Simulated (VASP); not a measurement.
# W (Im-3m) in VASP: further runs

Runs on W. Level: PBEsol. Tasks: single point, relaxation of cell and atoms.

Program: VASP 6.6.1. These are calculated values, not measurements. Logs are shortened: lines on timing, memory, paths and dates and some standing lists are left out, and cuts for length are marked.

## Step 1: The cell of the first run

Symmetry: Im-3m, No. 229, cubic system. The conventional cell has a = 3.156 Å, b = 3.156 Å, c = 3.156 Å, α = 90.00°, β = 90.00°, γ = 90.00°. W (site symmetry m-3m) has 14 W at 2.73 to 3.16 Å within 3.6 Å.

## Step 2: Single point, PBEsol

Contents of INCAR:

```
SYSTEM = W
PREC = Accurate
ENCUT = 500
EDIFF = 1E-6
ISMEAR = -1
SIGMA = 0.1
LREAL = .False.
LASPH = .True.
NELM = 120
ALGO = Normal
ISIF = 2
LWAVE = .False.
LCHARG = .True.
GGA = PS
LELF = .True.
LVHAR = .True.
NBANDS = 21
GGA_COMPAT = .False.
```

Contents of KPOINTS:

```
regular mesh
0
Gamma
  7 7 7
  0 0 0
```

Contents of POSCAR:

```
W
1.0
    3.1560995048      0.0000000000      0.0000000000
    0.0000000000      3.1560995048      0.0000000000
    0.0000000000      0.0000000000      3.1560995048
W
2
Direct
    0.0000000000      0.0000000000      0.0000000000
    0.5000000000      0.5000000000      0.5000000000
```

Potentials or basis: VASP PAW PBE potentials, release 64 (W_sv).

On the command line:

```sh
cat potpaw_PBE.64/W_sv/POTCAR > POTCAR
mpirun -np 1 vasp_std > vasp.out
```

OUTCAR:

```text
SYSTEM = W
   PREC = Accurate
   ENCUT = 500
   EDIFF = 1E-6
   ISMEAR = -1
   LREAL = .False.
   LASPH = .True.
   NELM = 120
   ISIF = 2
   GGA = PS

 ion  position               nearest neighbor table
   1  0.000  0.000  0.000-   2 2.73   2 2.73   2 2.73   2 2.73   2 2.73   2 2.73   2 2.73   2 2.73

   2  0.500  0.500  0.500-   1 2.73   1 2.73   1 2.73   1 2.73   1 2.73   1 2.73   1 2.73   1 2.73

  LATTYP: Found a simple cubic cell.
 ALAT       =     3.1560995048

  Lattice vectors:

 A1 = (   3.1560995048,   0.0000000000,   0.0000000000)
 A2 = (   0.0000000000,   3.1560995048,   0.0000000000)
 A3 = (   0.0000000000,   0.0000000000,   3.1560995048)

Analysis of symmetry for initial positions (statically):
=====================================================================
 Subroutine PRICEL returns following result:

  LATTYP: Found a body centered cubic cell.
 ALAT       =     3.1560995048

  Lattice vectors:

 A1 = (   1.5780497524,   1.5780497524,  -1.5780497524)
 A2 = (  -1.5780497524,   1.5780497524,   1.5780497524)
 A3 = (   1.5780497524,  -1.5780497524,   1.5780497524)

   2 primitive cells build up your supercell.

 Routine SETGRP: Setting up the symmetry group for a
 simple cubic supercell.

 Subroutine GETGRP returns: Found 48 space group operations
 (whereof 48 operations were pure point group operations)
 out of a pool of 48 trial point group operations.

The static configuration has the point symmetry O_h .

Analysis of symmetry for dynamics (positions and initial velocities):
=====================================================================
 Subroutine PRICEL returns following result:

  LATTYP: Found a body centered cubic cell.
 ALAT       =     3.1560995048

  Lattice vectors:

 A1 = (   1.5780497524,   1.5780497524,  -1.5780497524)
 A2 = (  -1.5780497524,   1.5780497524,   1.5780497524)
 A3 = (   1.5780497524,  -1.5780497524,   1.5780497524)

   2 primitive cells build up your supercell.

 Routine SETGRP: Setting up the symmetry group for a
 simple cubic supercell.

 Subroutine GETGRP returns: Found 48 space group operations
 (whereof 48 operations were pure point group operations)
[... 78 lines left out ...]
   number of dos      NEDOS =    301   number of ions     NIONS =      2
   total plane-waves  NPLWV =  13824
   dimension x,y,z NGX =    24 NGY =   24 NGZ =   24
   dimension x,y,z NGXF=    48 NGYF=   48 NGZF=   48
   ions per type =               2
   NGX,Y,Z   is equivalent  to a cutoff of  12.64, 12.64, 12.64 a.u.
   NGXF,Y,Z  is equivalent  to a cutoff of  25.28, 25.28, 25.28 a.u.
 SYSTEM =  W
   PREC   = accura    normal or accurate (medium, high low for compatibility)
   ISTART =      0    job   : 0-new  1-cont  2-samecut
   ICHARG =      2    charge: 1-file 2-atom 10-const
   ISPIN  =      1    spin polarized calculation?
   LNONCOLLINEAR =      F non collinear calculations
   LSORBIT =      F    spin-orbit coupling
   LASPH  =      T    aspherical Exc in radial PAW
   ENCUT  =  500.0 eV  36.75 Ry    6.06 a.u.   5.75  5.75  5.75*2*pi/ulx,y,z
   NELM   =    120;   NELMIN=  2; NELMDL= -5     # of ELM steps
   EDIFF  = 0.1E-05   stopping-criterion for ELM
   LREAL  =      F    real-space projection
[... 7 lines left out ...]
   TEBEG  =    0.0;   TEEND  =   0.0 temperature during run
   PSTRESS=    0.0 pullay stress
   NELECT =      28.0000    total number of electrons
   NUPDOWN=      -1.0000    fix difference up-down
   EMIN   =  10.00;   EMAX   =-10.00  energy-range for DOS
   EFERMI =   0.00;   METHOD = LEGACY
   ISMEAR =    -1;   SIGMA  =   0.10  broadening in eV -4-tet -1-fermi 0-gaus
   EFERMI_NEDOS =   21; number of points for ismear=-14 and -15
   IALGO  =     38    algorithm
   IMIX   =      4    mixing-type and parameters
     AMIX     =   0.40;   BMIX     =  1.00
     AMIX_MAG =   1.60;   BMIX_MAG =  1.00
  volume/ion in A,a.u.               =      15.72       106.08
  Fermi-wavevector in a.u.,A,eV,Ry     =   1.575107  2.976521 33.755553  2.480963
  Thomas-Fermi vector in A             =   2.676141
   LORBIT       =      0    0 simple, 1 ext, 2 COOP (PROOUT), +10 PAW based schemes
   GGA     = PS    functional components
   LHFCALC =     F    Hartree Fock is set to
   AEXX    =    0.0000 exact exchange contribution
   IVDW    =     0    specifies the selected vdW correction
   LEPSILON=     F    determine dielectric tensor
   LRPA    =     F    only Hartree local field effects (RPA)
 non-spin polarized calculation
  energy-cutoff  :      500.00
  volume of cell :       31.44
 maximum number of plane-waves:       812
 NGX is ok and might be reduce to    24
   NGX = 11   NGY = 11   NGZ = 11

 number of electron      28.0000002 magnetization

 Free energy of the ion-electron system (eV)
  ---------------------------------------------------
  ext. energy  EPLUGINS =         0.00000000
  ---------------------------------------------------
  free energy    TOTEN  =       -27.59342868 eV

  energy without entropy =      -27.54873190  energy(sigma->0) =      -27.57108029

 E-fermi :  11.4256     XC(G=0): -13.8102

 val. band max:       11.4091686785   @ k =   0.4286   0.4286   0.0000
 cond. band min:      11.5407002815   @ k =   0.4286   0.1429   0.0000
 fundamental gap:      0.1315316030
 Fermi energy:        11.4255764321

 k-point     1 :       0.0000    0.0000    0.0000
  band No.  band energies     occupation
      1     -62.7477      2.00000
      2     -62.5041      2.00000
      3     -27.2220      2.00000
      4     -27.2220      2.00000
      5     -27.2220      2.00000
      6     -26.2922      2.00000
[... 469 lines left out ...]
     20      18.9691      0.00000
     21      21.9636      0.00000

------------------------ aborting loop because EDIFF is reached ----------------------------------------

  FORCE on cell =-STRESS in cart. coord.  units (eV):
  Direction    XX          YY          ZZ          XY          YZ          ZX
  --------------------------------------------------------------------------------------
  -------------------------------------------------------------------------------------
  Total        0.1230900      0.1230900      0.1230900     -0.0000000      0.0000000     -0.0000000
  in kB        6.2730853      6.2730853      6.2730853     -0.0000000      0.0000000     -0.0000000
  external PRESSURE =       6.2730853 kB  Pullay stress =       0.0000000 kB

 VOLUME and BASIS-vectors are now :
 -----------------------------------------------------------------------------
  energy-cutoff  :      500.00
  volume of cell :       31.44
      direct lattice vectors                 reciprocal lattice vectors
     3.156099505  0.000000000  0.000000000     0.316846791  0.000000000  0.000000000
     0.000000000  3.156099505  0.000000000     0.000000000  0.316846791  0.000000000
     0.000000000  0.000000000  3.156099505     0.000000000  0.000000000  0.316846791

 POSITION                                       TOTAL-FORCE (eV/Angst)
 -----------------------------------------------------------------------------------
      0.00000      0.00000      0.00000         0.000000      0.000000      0.000000
      1.57805      1.57805      1.57805        -0.000000     -0.000000     -0.000000
 -----------------------------------------------------------------------------------
    total drift:                                0.000000      0.000000     -0.000000

  FREE ENERGIE OF THE ION-ELECTRON SYSTEM (eV)
  ---------------------------------------------------
  free  energy   TOTEN  =       -27.5934286751 eV

  energy  without entropy=      -27.5487318994  energy(sigma->0) =      -27.57108029
```

OSZICAR:

```text
N       E                     dE             d eps       ncg     rms          rms(c)
DAV:   1     0.261196913912E+03    0.26120E+03   -0.15371E+04   840   0.152E+03
DAV:   2    -0.202032944848E+02   -0.28140E+03   -0.27388E+03   905   0.449E+02
DAV:   3    -0.288994958540E+02   -0.86962E+01   -0.85266E+01   948   0.779E+01
DAV:   4    -0.289785943443E+02   -0.79098E-01   -0.79070E-01   920   0.792E+00
DAV:   5    -0.289793527076E+02   -0.75836E-03   -0.75836E-03   930   0.797E-01    0.311E+01
DAV:   6    -0.278955391526E+02    0.10838E+01   -0.12634E+00   931   0.108E+01    0.124E+01
DAV:   7    -0.276043276237E+02    0.29121E+00   -0.69244E-01   939   0.734E+00    0.844E-01
DAV:   8    -0.275936639682E+02    0.10664E-01   -0.12616E-02   855   0.119E+00    0.138E-01
DAV:   9    -0.275934295009E+02    0.23447E-03   -0.40964E-04  1024   0.166E-01    0.542E-02
DAV:  10    -0.275934277466E+02    0.17543E-05   -0.20108E-05   895   0.476E-02    0.210E-02
DAV:  11    -0.275934286751E+02   -0.92845E-06   -0.12041E-06   611   0.778E-03
   1 F= -.27593429E+02 E0= -.27571080E+02  d E =-.446968E-01
```

stdout:

```text
POSCAR found type information on POSCAR W
 POSCAR found :  1 types and       2 ions
 scaLAPACK will be used
 -----------------------------------------------------------------------------
|                                                                             |
|                                                                             |
|     You enforced a specific xc type in the INCAR file but a different       |
|     I HOPE YOU KNOW WHAT YOU ARE DOING!                                     |
|                                                                             |
 -----------------------------------------------------------------------------

 LDA part: xc-table for (Slater+PW92), standard interpolation
 POSCAR, INCAR and KPOINTS ok, starting setup
 FFT: planning ... GRIDC
 FFT: planning ... GRID_SOFT
 FFT: planning ... GRID
 WAVECAR not read
 entering main loop
```

Wall time 7.8 s (1 thread of Intel Xeon Platinum 8488C (Sapphire Rapids), shared host); peak memory 0.14 GiB.

Results:

| Property | Result |
| --- | --- |
| Free energy | -27.5934 eV |
| Pressure | 0.6 GPa |
| Band gap on the k mesh | zero (bands 14 and 15 overlap by 0.33 eV) |

Caveat: the PAW data sets were made with another functional, which shifts forces and pressure a little; spin-orbit coupling is left out, which moves the levels of the heavy elements.

## Step 3: Single point, PBEsol

Contents of INCAR:

```
PREC     = Accurate       # precision mode
ENCUT    = 500            # plane-wave cutoff, eV
EDIFF    = 1E-6           # SCF threshold, eV
ISMEAR   = -1             # smearing method
SIGMA    = 0.1            # smearing width, eV
LREAL    = False          # projectors in reciprocal space
LASPH    = True           # aspherical terms in the spheres
NELM     = 120            # most SCF steps
ALGO     = Normal         # electronic algorithm
ISIF     = 2              # what is computed and relaxed
LWAVE    = False          # write WAVECAR
LCHARG   = True           # write CHGCAR
GGA      = PS             # functional
LELF     = True           # ELF
LVHAR    = True         
NBANDS   = 21             # bands
GGA_COMPAT= False
```

Contents of KPOINTS:

```
regular mesh
0
Gamma
  7 7 7
```

POSCAR is that of step 2.

Potentials or basis: VASP PAW PBE potentials, release 64 (W_sv).

On the command line:

```sh
cat potpaw_PBE.64/W_sv/POTCAR > POTCAR
mpirun -np 1 vasp_std > vasp.out
```

It took 8.9 s on 1 thread of Intel Xeon Platinum 8488C (Sapphire Rapids), shared host; peak memory 0.14 GiB.

It converged, with:

```
Free energy            : -27.5934 eV
Pressure               : 0.6 GPa
Band gap on the k mesh : zero (bands 14 and 15 overlap by 0.33 eV)
```

Levels at points of the mesh, in eV from the Fermi level:
```csv
k point,band 11,band 12,band 13,band 14,band 15,band 16,band 17,band 18
"(0.00, 0.00, 0.00)",-5.95,-1.28,-1.28,-1.28,2.22,2.22,5.20,5.20
```

Caveat: the PAW data sets were made with another functional, which shifts forces and pressure a little; spin-orbit coupling is left out, which moves the levels of the heavy elements.

## Step 4: Relaxation of cell and atoms, PBEsol

This run uses another cell than the first one, of 15.78 Å³/atom.

Contents of INCAR:

```
PREC = Accurate ; ENCUT = 500
EDIFF = 1E-7 ; ISMEAR = -1
SIGMA = 0.1 ; LREAL = F
LASPH = T ; NELM = 120
ALGO = Normal ; ISIF = 3
LWAVE = F ; LCHARG = F
GGA = PS ; IBRION = 2
NSW = 80 ; EDIFFG = -0.01
GGA_COMPAT = F ; NELMIN = 4
```

KPOINTS is that of step 3.

Contents of POSCAR:

```
W
1.0
    3.1600000000      0.0000000000      0.0000000000
    0.0000000000      3.1600000000      0.0000000000
    0.0000000000      0.0000000000      3.1600000000
W
2
Direct
    0.0000000000      0.0000000000      0.0000000000
    0.5000000000      0.5000000000      0.5000000000
```

On the command line:

```sh
cat potpaw_PBE.64/W_sv/POTCAR > POTCAR
mpirun -np 1 vasp_std > vasp.out
```

Wall time 21 s (1 thread of Intel Xeon Platinum 8488C (Sapphire Rapids), shared host); peak memory 0.14 GiB.

The run converged. Its results:

- Free energy: -27.5936 eV
- Relaxed volume: 15.75 Å³/atom
- Relaxed cell: a = 3.158 Å, b = 3.158 Å, c = 3.158 Å, α = 90.00°, β = 90.00°, γ = 90.00°
- Space group after relaxing (to 0.1 Å): Im-3m (No. 229)
- Energy gained by relaxing: 0.0 meV/atom
- Ionic steps: 3
- Pressure after relaxing: 0.0 GPa
- Band gap on the k mesh: zero (bands 14 and 15 overlap by 0.33 eV)

Final structure:
```xyz
2
Lattice="3.1582 0.0000 0.0000 0.0000 3.1582 0.0000 0.0000 0.0000 3.1582" Properties=species:S:1:pos:R:3 pbc="T T T"
W     0.0000    0.0000    0.0000
W     1.5791    1.5791    1.5791
```

Levels at points of the mesh, in eV from the Fermi level:
| k point | band 12 | band 13 | band 14 | band 15 | band 16 | band 17 |
| --- | --- | --- | --- | --- | --- | --- |
| (0.00, 0.00, 0.00) | -1.28 | -1.28 | -1.28 | 2.22 | 2.22 | 5.19 |

Caveat: the PAW data sets were made with another functional, which shifts forces and pressure a little; spin-orbit coupling is left out, which moves the levels of the heavy elements.

## Step 5: Relaxation of cell and atoms, PBEsol

Contents of INCAR:

```
  PREC = Accurate
  ENCUT = 500
  EDIFF = 1E-7
  ISMEAR = -1
  SIGMA = 0.1
  LREAL = False
  LASPH = True
  NELM = 120
  ALGO = Normal
  ISIF = 3
  LWAVE = False
  LCHARG = False
  GGA = PS
  IBRION = 2
  NSW = 80
  EDIFFG = -0.01
  GGA_COMPAT = False
  NELMIN = 4
```

KPOINTS is that of step 4.

Contents of POSCAR:

```
W
1.0
    3.1560995048      0.0000000000      0.0000000000
    0.0000000000      3.1560995048      0.0000000000
    0.0000000000      0.0000000000      3.1560995048
W
2
Direct
    0.0000000000      0.0000000000      0.0000000000
    0.5000000000      0.5000000000      0.5000000000
```

On the command line:

```sh
cat potpaw_PBE.64/W_sv/POTCAR > POTCAR
mpirun -np 1 vasp_std > vasp.out
```

Run time: 19 s. Hardware: 1 thread of Intel Xeon Platinum 8488C (Sapphire Rapids), shared host; peak memory 0.14 GiB.

The run converged. Its results:

```
Free energy                           : -27.5935 eV
Relaxed volume                        : 15.75 Å³/atom
Relaxed cell                          : a = 3.158 Å, b = 3.158 Å, c = 3.158 Å, α = 90.00°, β = 90.00°, γ = 90.00°
Space group after relaxing (to 0.1 Å) : Im-3m (No. 229)
Energy gained by relaxing             : 0.1 meV/atom
Ionic steps                           : 3
Pressure after relaxing               : 0.0 GPa
Band gap on the k mesh                : zero (bands 14 and 15 overlap by 0.33 eV)
```

The path:
| step | energy change (eV) | largest force (eV/Å) | pressure (GPa) | volume (Å³) |
| --- | --- | --- | --- | --- |
| 1 | 0.0000 | 0.0000 | 0.64 | 31.44 |
| 2 | 0.0015 | 0.0000 | -2.26 | 31.72 |
| 3 | -0.0001 | 0.0000 | 0.01 | 31.50 |

Final structure:
```
CELL_PARAMETERS angstrom
3.15816 0.00000 0.00000
0.00000 3.15816 0.00000
0.00000 0.00000 3.15816
ATOMIC_POSITIONS crystal
W 0.00000 0.00000 0.00000
W 0.50000 0.50000 0.50000
```

Levels at points of the mesh, in eV from the Fermi level:
| k point | band 12 | band 13 | band 14 | band 15 | band 16 | band 17 |
| --- | --- | --- | --- | --- | --- | --- |
| (0.00, 0.00, 0.00) | -1.28 | -1.28 | -1.28 | 2.22 | 2.22 | 5.19 |

Caveat: the PAW data sets were made with another functional, which shifts forces and pressure a little; spin-orbit coupling is left out, which moves the levels of the heavy elements.

## Step 6: Overview

| task | cell | gap on the mesh (eV) | pressure (GPa) | relaxed volume (Å³/atom) |
| --- | --- | --- | --- | --- |
| single point | a = 3.156 Å, 2 atoms | none | 0.6 | - |
| relaxation of cell and atoms | relaxed from a = 3.160 Å, 2 atoms | none | 0.0 | 15.75 |
| relaxation of cell and atoms | relaxed from a = 3.156 Å, 2 atoms | none | 0.0 | 15.75 |

Alike in all rows: level PBEsol; potentials or basis VASP PAW PBE potentials, release 64 (W_sv); no spin polarisation; k mesh 7 × 7 × 7; cutoff (eV) 500; smearing fermi-dirac 0.1 eV.

Caveats: the PAW data sets were made with another functional, which shifts forces and pressure a little; spin-orbit coupling is left out, which moves the levels of the heavy elements.

Total energies depend on the potentials used, so only differences within one code and one set of settings carry meaning.
